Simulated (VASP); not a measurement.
# TaO5 (P-6m2) in VASP: notebook

The runs below take TaO5 through single point, with PBE.

All numbers are computed with VASP 6.6.1; they aren't measurements. Logs are shortened: lines on timing, memory, paths and dates and some standing lists are left out, and cuts for length are marked.

## 1. The cell of the first run

Symmetry: P-6m2, No. 187, hexagonal system. The conventional cell has a = 2.966 Å, b = 2.966 Å, c = 11.474 Å, α = 90.00°, β = 90.00°, γ = 120.00°. Ta (site symmetry -6m2) has 6 O at 2.08 Å within 2.8 Å. Within 2.8 Å of O (site symmetry 3m) lie 3 Ta at 2.08 Å and 1 O at 2.38 Å. Within 2.6 Å of O (site symmetry 3m) lie 4 O at 1.98 to 2.00 Å. O (site symmetry -6m2) has 6 O at 1.98 Å within 2.6 Å.

The cell was built from a structure type or drawn by symmetry, and may not be a known phase.

## 2. Single point, PBE, collinear spin

The input, INCAR:

```
ALGO = Normal
EDIFF = 1E-7
ENCUT = 520
GGA = PE
ISIF = 2
ISMEAR = 0
ISPIN = 2
LASPH = True
LCHARG = True
LELF = True
LMAXMIX = 4
LORBIT = 11
LREAL = False
LVHAR = True
LWAVE = False
MAGMOM = 1 0 0 0 0 0
NBANDS = 34
NELM = 150
PREC = Accurate
SIGMA = 0.1
```

The input, KPOINTS:

```
k-points
0
Gamma
  6 6 2
```

The input, POSCAR:

```
TaO5
1.0
    2.9658573504      0.0000000032      0.0000000000
   -1.4829286779      2.5685078079      0.0000000000
    0.0000000000      0.0000000000     11.4740434031
Ta O
1 5
Direct
    0.6666666667      0.3333333333      0.0000000000
    0.0000000000      0.0000000000      0.8964972067
    0.6666666667      0.3333333333      0.5869487951
    0.0000000000      0.0000000000      0.5000000000
    0.6666666667      0.3333333333      0.4130512049
    0.0000000000      0.0000000000      0.1035027933
```

Potentials or basis: VASP PAW PBE potentials, release 64 (Ta_pv, O).

Run with:

```bash
> cat potpaw_PBE.64/Ta_pv/POTCAR potpaw_PBE.64/O/POTCAR > POTCAR
> mpirun -np 1 vasp_std > vasp.out
```

OUTCAR:

```text
EDIFF = 1E-7
   ENCUT = 520
   GGA = PE
   ISIF = 2
   ISMEAR = 0
   ISPIN = 2
   LASPH = True
   LORBIT = 11
   LREAL = False
   NELM = 150
   PREC = Accurate

 ion  position               nearest neighbor table
   1  0.667  0.333  0.000-   2 2.08   6 2.08   2 2.08   6 2.08   2 2.08   6 2.08
   2  0.000  0.000  0.896-   1 2.08   1 2.08   1 2.08
   3  0.667  0.333  0.587-
   4  0.000  0.000  0.500-
   5  0.667  0.333  0.413-
   6  0.000  0.000  0.104-   1 2.08   1 2.08   1 2.08

  LATTYP: Found a hexagonal cell.
 ALAT       =     2.9658573504
 C/A-ratio  =     3.8687104764

  Lattice vectors:

 A1 = (   2.9658573504,   0.0000000032,   0.0000000000)
 A2 = (  -1.4829286779,   2.5685078079,   0.0000000000)
 A3 = (   0.0000000000,   0.0000000000,  11.4740434031)

Analysis of symmetry for initial positions (statically):
=====================================================================
 Subroutine PRICEL returns:
 Original cell was already a primitive cell.

 Routine SETGRP: Setting up the symmetry group for a
 hexagonal supercell.

 Subroutine GETGRP returns: Found 12 space group operations
 (whereof 12 operations were pure point group operations)
 out of a pool of 24 trial point group operations.

The static configuration has the point symmetry D_3h.

Analysis of symmetry for dynamics (positions and initial velocities):
=====================================================================
 Subroutine PRICEL returns:
 Original cell was already a primitive cell.

 Routine SETGRP: Setting up the symmetry group for a
 hexagonal supercell.

 Subroutine GETGRP returns: Found 12 space group operations
 (whereof 12 operations were pure point group operations)
 out of a pool of 24 trial point group operations.

The dynamic configuration has the point symmetry D_3h.

Analysis of structural, dynamic, and magnetic symmetry:
=====================================================================
 Subroutine PRICEL returns:
 Original cell was already a primitive cell.

 Routine SETGRP: Setting up the symmetry group for a
 hexagonal supercell.

 Subroutine GETGRP returns: Found 12 space group operations
 (whereof 12 operations were pure point group operations)
 out of a pool of 24 trial point group operations.

The overall configuration has the point symmetry D_3h.

 Subroutine INISYM returns: Found 12 space group operations
 (whereof 12 operations are pure point group operations),
 and found     1 'primitive' translations

----------------------------------------------------------------------------------------

                                     Primitive cell

  volume of cell :      87.4073

  direct lattice vectors                    reciprocal lattice vectors
     2.965857350  0.000000003  0.000000000     0.337170633  0.194665556  0.000000000
    -1.482928678  2.568507808  0.000000000    -0.000000000  0.389331111  0.000000000
     0.000000000  0.000000000 11.474043403     0.000000000  0.000000000  0.087153235

  length of vectors
     2.965857350  2.965857350 11.474043403     0.389331111  0.389331111  0.087153235

  position of ions in fractional coordinates (direct lattice)
     0.666666667  0.333333333  0.000000000
     0.000000000  0.000000000  0.896497207
     0.666666667  0.333333333  0.586948795
     0.000000000  0.000000000  0.500000000
     0.666666667  0.333333333  0.413051205
     0.000000000  0.000000000  0.103502793

  ion indices of the primitive-cell ions
   primitive index   ion index
                 1           1
                 2           2
                 3           3
                 4           4
                 5           5
                 6           6

----------------------------------------------------------------------------------------

 KPOINTS: k-points

Automatic generation of k-mesh.
 Grid dimensions read from file:
 generate k-points for:    6    6    2

 Generating k-lattice:

  Cartesian coordinates                     Fractional coordinates (reciprocal lattice)
     0.056195105  0.032444259  0.000000000     0.166666667  0.000000000  0.000000000
    -0.000000000  0.064888519  0.000000000     0.000000000  0.166666667  0.000000000
     0.000000000  0.000000000  0.043576617     0.000000000  0.000000000  0.500000000

  Length of vectors
     0.064888519  0.064888519  0.043576617

  Shift w.r.t. Gamma in fractional coordinates (k-lattice)
     0.000000000  0.000000000  0.000000000

 Subroutine IBZKPT returns following result:
 ===========================================

 Found     14 irreducible k-points:

 Following reciprocal coordinates:
            Coordinates               Weight
  0.000000  0.000000  0.000000      1.000000
  0.166667  0.000000  0.000000      6.000000
  0.333333 -0.000000  0.000000      6.000000
  0.500000 -0.000000  0.000000      3.000000
  0.166667  0.166667  0.000000      6.000000
  0.333333  0.166667  0.000000     12.000000
  0.333333  0.333333  0.000000      2.000000
  0.000000  0.000000  0.500000      1.000000
  0.166667  0.000000  0.500000      6.000000
  0.333333 -0.000000  0.500000      6.000000
  0.500000 -0.000000  0.500000      3.000000
  0.166667  0.166667  0.500000      6.000000
  0.333333  0.166667  0.500000     12.000000
  0.333333  0.333333  0.500000      2.000000
   k-points           NKPTS =     14   k-points in BZ     NKDIM =     14   number of bands    NBANDS=     34
   number of dos      NEDOS =    301   number of ions     NIONS =      6
   total plane-waves  NPLWV =  51840
   dimension x,y,z NGX =    24 NGY =   24 NGZ =   90
   dimension x,y,z NGXF=    48 NGYF=   48 NGZF=  180
   ions per type =               1   5
   NGX,Y,Z   is equivalent  to a cutoff of  13.45, 13.45, 13.04 a.u.
   NGXF,Y,Z  is equivalent  to a cutoff of  26.91, 26.91, 26.08 a.u.
 SYSTEM =  unknown system
   PREC   = accura    normal or accurate (medium, high low for compatibility)
   ISTART =      0    job   : 0-new  1-cont  2-samecut
   ICHARG =      2    charge: 1-file 2-atom 10-const
   ISPIN  =      2    spin polarized calculation?
   LNONCOLLINEAR =      F non collinear calculations
   LSORBIT =      F    spin-orbit coupling
   LASPH  =      T    aspherical Exc in radial PAW
   ENCUT  =  520.0 eV  38.22 Ry    6.18 a.u.   5.51  5.51 21.33*2*pi/ulx,y,z
   NELM   =    150;   NELMIN=  2; NELMDL= -5     # of ELM steps
   EDIFF  = 0.1E-06   stopping-criterion for ELM
   LREAL  =      F    real-space projection
   EDIFFG = 0.1E-05   stopping-criterion for IOM
   NSW    =      0    number of steps for IOM
   IBRION =     -1    ionic relax: 0-MD 1-quasi-New 2-CG
   NFREE  =      0    steps in history (QN), initial steepest desc. (CG)
   ISIF   =      2    stress and relaxation
   ISYM   =      2    0-nonsym 1-usesym 2-fastsym
   POTIM  = 0.5000    time-step for ionic-motion
   TEBEG  =    0.0;   TEEND  =   0.0 temperature during run
   PSTRESS=    0.0 pullay stress
   NELECT =      41.0000    total number of electrons
   NUPDOWN=      -1.0000    fix difference up-down
   EMIN   =  10.00;   EMAX   =-10.00  energy-range for DOS
   EFERMI =   0.00;   METHOD = LEGACY
   ISMEAR =     0;   SIGMA  =   0.10  broadening in eV -4-tet -1-fermi 0-gaus
   EFERMI_NEDOS =   21; number of points for ismear=-14 and -15
   IALGO  =     38    algorithm
   IMIX   =      4    mixing-type and parameters
     AMIX     =   0.40;   BMIX     =  1.00
     AMIX_MAG =   1.60;   BMIX_MAG =  1.00
  volume/ion in A,a.u.               =      14.57        98.31
  Fermi-wavevector in a.u.,A,eV,Ry     =   1.271999  2.403730 22.013988  1.617982
  Thomas-Fermi vector in A             =   2.404902
   LORBIT       =     11    0 simple, 1 ext, 2 COOP (PROOUT), +10 PAW based schemes
   GGA     = PE    functional components
   LHFCALC =     F    Hartree Fock is set to
   AEXX    =    0.0000 exact exchange contribution
   IVDW    =     0    specifies the selected vdW correction
   LEPSILON=     F    determine dielectric tensor
   LRPA    =     F    only Hartree local field effects (RPA)
 spin polarized calculation
 Gauss-broadening in eV      SIGMA  =   0.10
  energy-cutoff  :      520.00
  volume of cell :       87.41
 maximum number of plane-waves:      2418
 NGX is ok and might be reduce to    24
   NGX = 11   NGY = 11   NGZ = 43

 number of electron      41.0000000 magnetization      -0.0001379

 number of electron      41.0000000 magnetization       0.0000549

 Free energy of the ion-electron system (eV)
  ---------------------------------------------------
  ext. energy  EPLUGINS =         0.00000000
  ---------------------------------------------------
  free energy    TOTEN  =       -36.43002089 eV

  energy without entropy =      -36.37831771  energy(sigma->0) =      -36.40416930

 E-fermi :  -0.0751     XC(G=0):  -8.9820

 val. band max:       -0.0794353916   @ k =   0.3333   0.3333   0.5000
 cond. band min:      -0.0739390967   @ k =   0.3333  -0.0000   0.5000
 fundamental gap:      0.0054962949
 Fermi energy:        -0.0751002421

 spin component 1

 k-point     1 :       0.0000    0.0000    0.0000
  band No.  band energies     occupation
      1     -35.2809      1.00000
      2     -34.6991      1.00000
      3     -34.6991      1.00000
      4     -21.3485      1.00000
      5     -19.8908      1.00000
      6     -17.8148      1.00000
[... 24 lines left out ...]
     31       8.0248      0.00000
     32      10.7158      0.00000

 k-point     2 :       0.1667    0.0000    0.0000
  band No.  band energies     occupation
      1     -35.2225      1.00000
      2     -34.9741      1.00000
      3     -34.7544      1.00000
      4     -21.0131      1.00000
      5     -19.5254      1.00000
      6     -17.9523      1.00000
[... 24 lines left out ...]
     31       8.7538      0.00000
     32      11.8947      0.00000
[... 383 lines left out ...]
     31      11.6817      0.00000
     32      13.1629      0.00000

 k-point    14 :       0.3333    0.3333    0.5000
  band No.  band energies     occupation
      1     -35.5098      1.00000
      2     -35.3097      1.00000
      3     -35.0123      1.00000
      4     -18.4102      1.00000
      5     -18.4052      1.00000
      6     -18.3549      1.00000
[... 24 lines left out ...]
     31      12.6580      0.00000
     32      12.8140      0.00000
 Fermi energy:        -0.0751002421

 spin component 2

 k-point     1 :       0.0000    0.0000    0.0000
  band No.  band energies     occupation
      1     -35.2809      1.00000
      2     -34.6991      1.00000
      3     -34.6991      1.00000
      4     -21.3485      1.00000
      5     -19.8908      1.00000
      6     -17.8148      1.00000
[... 24 lines left out ...]
     31       8.0248      0.00000
     32      10.7159      0.00000

 k-point     2 :       0.1667    0.0000    0.0000
  band No.  band energies     occupation
      1     -35.2226      1.00000
      2     -34.9741      1.00000
      3     -34.7544      1.00000
      4     -21.0131      1.00000
      5     -19.5254      1.00000
      6     -17.9523      1.00000
[... 24 lines left out ...]
     31       8.7538      0.00000
     32      11.8947      0.00000
[... 383 lines left out ...]
     31      11.6817      0.00000
     32      13.1629      0.00000

 k-point    14 :       0.3333    0.3333    0.5000
  band No.  band energies     occupation
      1     -35.5098      1.00000
      2     -35.3097      1.00000
      3     -35.0124      1.00000
      4     -18.4102      1.00000
      5     -18.4052      1.00000
      6     -18.3549      1.00000
[... 24 lines left out ...]
     31      12.6580      0.00000
     32      12.8140      0.00000
 [bands above 32 left out]

------------------------ aborting loop because EDIFF is reached ----------------------------------------

  FORCE on cell =-STRESS in cart. coord.  units (eV):
  Direction    XX          YY          ZZ          XY          YZ          ZX
  --------------------------------------------------------------------------------------
  -------------------------------------------------------------------------------------
  Total       -0.5590472     -0.5590472     -1.0357510     -0.0000000      0.0000000     -0.0000000
  in kB      -10.2473461    -10.2473461    -18.9853371     -0.0000000      0.0000000     -0.0000000
  external PRESSURE =     -13.1600097 kB  Pullay stress =       0.0000000 kB

 VOLUME and BASIS-vectors are now :
 -----------------------------------------------------------------------------
  energy-cutoff  :      520.00
  volume of cell :       87.41
      direct lattice vectors                 reciprocal lattice vectors
     2.965857350  0.000000003  0.000000000     0.337170633  0.194665556  0.000000000
    -1.482928678  2.568507808  0.000000000    -0.000000000  0.389331111  0.000000000
     0.000000000  0.000000000 11.474043403     0.000000000  0.000000000  0.087153235

 POSITION                                       TOTAL-FORCE (eV/Angst)
 -----------------------------------------------------------------------------------
      1.48293      0.85617      0.00000         0.000000      0.000000     -0.000000
      0.00000      0.00000     10.28645         0.000000      0.000000      0.035005
      1.48293      0.85617      6.73468         0.000000      0.000000     -0.387159
      0.00000      0.00000      5.73702        -0.000000     -0.000000     -0.000000
      1.48293      0.85617      4.73937        -0.000000     -0.000000      0.387159
      0.00000      0.00000      1.18760        -0.000000     -0.000000     -0.035005
 -----------------------------------------------------------------------------------
    total drift:                               -0.000000      0.000000      0.000000

  FREE ENERGIE OF THE ION-ELECTRON SYSTEM (eV)
  ---------------------------------------------------
  free  energy   TOTEN  =       -36.4300208898 eV

  energy  without entropy=      -36.3783177085  energy(sigma->0) =      -36.40416930

 total charge

# of ion       s       p       d       tot
------------------------------------------
    1        0.308   6.280   2.297   8.884
    2        1.575   3.444   0.000   5.018
    3        1.645   2.960   0.000   4.605
    4        1.683   2.847   0.000   4.531
    5        1.645   2.960   0.000   4.605
    6        1.575   3.444   0.000   5.018
--------------------------------------------------
tot          8.430  21.934   2.297  32.660

 magnetization (x)

# of ion       s       p       d       tot
------------------------------------------
    1       -0.000  -0.000  -0.000  -0.000
    2        0.000  -0.000   0.000  -0.000
    3        0.000   0.000   0.000   0.000
    4        0.000   0.000   0.000   0.000
    5        0.000   0.000   0.000   0.000
    6        0.000  -0.000   0.000  -0.000
--------------------------------------------------
tot          0.000   0.000  -0.000   0.000
```

It took 3.9 min on 1 thread of Oxide Virtual Turin-like, shared host; peak memory 0.24 GiB.

What came out:

```
Free energy                                           : -36.4300 eV
Pressure                                              : -1.3 GPa
Largest force                                         : 0.387 eV/Å
Net moment                                            : 0.00 μB per cell
Valence electrons inside the program's atomic spheres : Ta 8.88; O 5.02, 4.61, 4.53 (each value once)
```

Forces on the atoms (eV/Å):
```
Ta   0.000  0.000  0.000
O    0.000  0.000  0.035
O    0.000  0.000 -0.387
O    0.000  0.000  0.000
O    0.000  0.000  0.387
O    0.000  0.000 -0.035
```

Stress tensor (GPa, compression positive):
```
-1.02  0.00  0.00
 0.00 -1.02  0.00
 0.00  0.00 -1.90
```

Caveat: the k points lie up to 0.41 Å⁻¹ apart; spin-orbit coupling is left out, which moves the levels of the heavy elements.

## 3. Single point, PBE, collinear spin

This run uses another cell than the first one, of 13.90 Å³/atom.

The input, INCAR:

```
SYSTEM = TaO5
  PREC = Accurate
  ENCUT = 520
  EDIFF = 1E-6
  ISMEAR = 0
  SIGMA = 0.1
  LREAL = .False.
  LASPH = .True.
  NELM = 150
  ALGO = Normal
  ISIF = 2
  LWAVE = .False.
  LCHARG = .False.
  ISPIN = 2
  MAGMOM = -0.23 0 0 -0.65 -0.65 -0.65
  LORBIT = 11
  LMAXMIX = 4
  GGA = PE
  NBANDS = 34
```

The input, KPOINTS:

```
Automatic mesh
0
Gamma
  12 12 4
  0 0 0
```

The input, POSCAR:

```
TaO5
1.0
    2.9668976639      0.0000000000      0.0000000000
   -1.4834488320      2.5694087474      0.0000000000
    0.0000000000      0.0000000000     10.9384963559
Ta O
1 5
Direct
    0.6666666667      0.3333333333      0.0000000000
    0.0000000000      0.0000000000      0.8915593602
    0.0000000000      0.0000000000      0.1084406398
    0.6666666667      0.3333333333      0.5912334708
    0.0000000000      0.0000000000      0.5000000000
    0.6666666667      0.3333333333      0.4087665292
```

Potentials or basis: VASP PAW PBE potentials, release 64 (Ta_pv, O).

Run with:

```bash
> cat potpaw_PBE.64/Ta_pv/POTCAR potpaw_PBE.64/O/POTCAR > POTCAR
> mpirun -np 1 vasp_std > vasp.out
```

It took 14 min on 1 thread of Oxide Virtual Turin-like, shared host; peak memory 0.36 GiB.

Results (log left out):

| Item | Value |
| --- | --- |
| Free energy | -36.8240 eV |
| Pressure | 0.2 GPa |
| Largest force | 0.046 eV/Å |
| Net moment | -2.02 μB per cell |
| Site moments | Ta -0.00; O -0.00, -0.61, -0.49 (each value once) μB |
| Valence electrons inside the program's atomic spheres | Ta 8.88; O 5.02, 4.61, 4.53 (each value once) |

Forces in eV/Å, atoms in the order of the input:
```
Ta   0.000  0.000  0.000
O    0.000  0.000  0.046
O    0.000  0.000 -0.046
O    0.000  0.000  0.021
O    0.000  0.000  0.000
O    0.000  0.000 -0.021
```

Stress tensor (GPa, compression positive):
```
 0.47  0.00  0.00
 0.00  0.47  0.00
 0.00  0.00 -0.42
```

Levels at points of the mesh, in eV from the Fermi level:
Spin up:
```
           k point  band 15  band 16  band 17  band 18  band 19  band 20  band 21  band 22  band 23  band 24
(0.00, 0.00, 0.00)    -3.15    -2.23    -2.13    -1.94    -0.05    -0.05     0.87     0.87     1.64     1.87
(0.50, 0.00, 0.00)    -4.37    -3.22    -2.12    -1.59    -0.45     0.22     1.19     1.51     1.90     2.10
(0.00, 0.00, 0.50)    -3.15    -2.43    -1.97    -1.87    -0.05    -0.05     0.87     0.87     1.44     2.04
(0.50, 0.00, 0.50)    -4.37    -3.22    -2.12    -1.59    -0.45     0.21     1.19     1.51     1.90     2.10
```
Spin down:
```csv
k point,band 20,band 21,band 22,band 23,band 24,band 25
"(0.00, 0.00, 0.00)",-0.89,-0.26,-0.20,-0.20,1.86,3.52
"(0.50, 0.00, 0.00)",-0.51,0.06,0.22,0.72,0.93,4.46
"(0.00, 0.00, 0.50)",-0.89,-0.32,-0.20,-0.20,1.88,3.52
"(0.50, 0.00, 0.50)",-0.51,0.07,0.21,0.73,0.93,4.46
```

Caveat: spin-orbit coupling is left out, which moves the levels of the heavy elements.
